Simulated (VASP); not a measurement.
Wanted: the native input for a VASP 6.6.1 run.

```
Task                   : single point
Functional             : LDA
Potentials or basis    : VASP PAW LDA potentials, release 64 (Ga_d, N)
Cutoff                 : 520 eV
k mesh                 : 11 × 11 × 11
Occupations            : fermi-dirac, width 0.05 eV
Spin                   : no spin polarisation
Dipole correction      : no
Further INCAR settings : ALGO = Normal; EDIFF = 1e-06; NBANDS = 16
```

The structure of GaN lies in POSCAR:

```
GaN
1.0
    0.0000000000      2.0916465448      2.0916465448
    2.0916465448      0.0000000000      2.0916465448
    2.0916465448      2.0916465448      0.0000000000
Ga N
1 1
Direct
    0.0000000000      0.0000000000      0.0000000000
    0.5000000000      0.5000000000      0.5000000000
```

One way to write it, as run:

INCAR

```
PREC = Accurate
ENCUT = 520
EDIFF = 1E-6
ISMEAR = -1
SIGMA = 0.05
LREAL = False
LASPH = True
NELM = 100
ALGO = Normal
ISIF = 2
LWAVE = False
LCHARG = False
GGA = CA
NBANDS = 16
```

KPOINTS

```
regular mesh
0
Gamma
  11 11 11
```

Potentials or basis: VASP PAW LDA potentials, release 64 (Ga_d, N).

Command:

```bash
$ cat potpaw_LDA.64/Ga_d/POTCAR potpaw_LDA.64/N/POTCAR > POTCAR
$ mpirun -np 1 vasp_std > vasp.out
```

It gave:

```
Pressure               : 1.0 GPa
Band gap on the k mesh : 0.75 eV, indirect (least direct gap 3.23 eV)
```

Wall time 7.1 s on 1 thread of Intel(R) Xeon(R) Platinum 8488C (Sapphire Rapids) (shared host), peak memory 0.14 GiB.
